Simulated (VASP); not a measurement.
Here is a VASP 6.6.1 calculation.

File INCAR:

```
PREC = Accurate
ENCUT = 520
EDIFF = 1E-7
ISMEAR = -1
SIGMA = 0.1
LREAL = False
LASPH = True
NELM = 60
ALGO = Normal
ISIF = 2
LWAVE = False
LCHARG = False
GGA = PE
NBANDS = 13
```

KPOINTS

```
Automatic mesh
0
Gamma
  15 15 15
```

POSCAR

```
Se
1.0
    0.0000000000      2.1422527627      2.1422527627
    2.1422527627      0.0000000000      2.1422527627
    2.1422527627      2.1422527627      0.0000000000
Se
2
Direct
   -0.1250000000     -0.1250000000     -0.1250000000
    0.1250000000      0.1250000000      0.1250000000
```

Potentials or basis: VASP PAW PBE potentials, release 64 (Se).

The run is started by

```console
$ cat potpaw_PBE.64/Se/POTCAR > POTCAR
$ mpirun -np 1 vasp_std > vasp.out
```

Estimate the pressure.

472.3 GPa.

Predict the band gap on the k mesh.

zero (band 6 reaches 21.02 eV, above the bottom of band 7 at 14.94 eV).
